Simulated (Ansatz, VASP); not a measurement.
# Au: VASP beside Ansatz

```
Au
1.0
     0.00000    2.03687    2.03687
     2.03687    0.00000    2.03687
     2.03687    2.03687    0.00000
Au
1
Direct
  0.00000 0.00000 0.00000
```

Alike in both runs: task single point; functional PBE; k mesh 18 × 18 × 18; occupations gaussian, width 0.1 eV; no spin polarisation.

|  | VASP | Ansatz |
| --- | --- | --- |
| version | VASP 6.6.1 | Ansatz 0.2.0 |
| potentials or method | VASP PAW PBE potentials, release 64 (Au) | scalar-relativistic, plane waves, norm-conserving pseudopotentials |
| plane-wave cutoff (eV) | 500 | 1034 |
| valence electrons in the cell | 11 | 19 |

```csv
,VASP,Ansatz,Ansatz less VASP
gap on the k mesh at the Fermi level (eV),none,none,-
pressure (GPa),10.1,10.4,+0.37
```

A gap of «none» marks a metal or a gap that the smearing closes. The functional is the same, so the differences come from potentials, cutoffs and numerics. VASP's potentials hold 11 valence electrons a cell and Ansatz's 19, so a difference there can come from the potentials and not from the codes.

Neither program's run includes spin-orbit coupling.
